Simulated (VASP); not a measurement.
Wanted: the native input for a VASP 6.6.1 run.

- Task: density of states
- Functional: LDA
- Potentials or basis: VASP PAW LDA potentials, release 64 (Sc_sv)
- Cutoff: 520 eV
- k mesh: 10 × 10 × 14
- Occupations: gaussian, width 0.1 eV
- Spin: no spin polarisation
- Dipole correction: no
- k mesh for the DOS: 15 × 15 × 21
- Occupations for the DOS: tetrahedron
- Further INCAR settings: ALGO = Normal; EDIFF = 1e-06

The system is Sc.

```
Sc
1.0
     4.43618   -2.56039    0.00242
     4.43618    2.56039    0.00242
    -0.00174    0.00000    3.23261
Sc
3
Direct
  0.33334 0.33334 0.00000
  0.00000 0.00000 0.50000
  0.66666 0.66666 0.00000
```

One way to write it, as run:

POSCAR

```
Sc
1.0
    4.4361841245     -2.5603943384      0.0024221828
    4.4361841245      2.5603943384      0.0024221828
   -0.0017406310      0.0000000000      3.2326113691
Sc
3
Direct
    0.3333446656      0.3333446656      0.9999977160
    0.0000000000      0.0000000000      0.5000000000
    0.6666553344      0.6666553344      0.0000022840
```

INCAR.step1

```
SYSTEM = Sc
  PREC = Accurate
  ENCUT = 520
  EDIFF = 1E-6
  ISMEAR = 0
  SIGMA = 0.1
  LREAL = .False.
  LASPH = .True.
  NELM = 100
  ALGO = Normal
  ISIF = 2
  LWAVE = .False.
  LCHARG = .True.
  LMAXMIX = 4
  NBANDS = 24
```

KPOINTS.step1

```
regular mesh
0
Gamma
  10 10 14
  0 0 0
```

INCAR.step2

```
SYSTEM = Sc
  PREC = Accurate
  ENCUT = 520
  EDIFF = 1E-6
  ISMEAR = -5
  SIGMA = 0.1
  LREAL = .False.
  LASPH = .True.
  NELM = 100
  ALGO = Normal
  ISIF = 2
  LWAVE = .False.
  LCHARG = .False.
  LMAXMIX = 4
  LORBIT = 11
  NEDOS = 2001
  ICHARG = 11
```

KPOINTS.step2

```
regular mesh
0
Gamma
  15 15 21
  0 0 0
```

Potentials or basis: VASP PAW LDA potentials, release 64 (Sc_sv).

Run with:

```console
$ cat potpaw_LDA.64/Sc_sv/POTCAR > POTCAR
$ cp INCAR.step1 INCAR
$ cp KPOINTS.step1 KPOINTS
$ mpirun -np 1 vasp_std > vasp.out
$ cp INCAR.step2 INCAR
$ cp KPOINTS.step2 KPOINTS
$ mpirun -np 1 vasp_std > vasp.out
```

Results of the run:

| Quantity | Value |
| --- | --- |
| Valence electrons inside the program's atomic spheres | Sc 9.45, 9.36 |

Wall time 30 min on 1 thread of Intel(R) Xeon(R) Platinum 8488C (Sapphire Rapids), with other jobs on the host, peak memory 1.4 GiB.
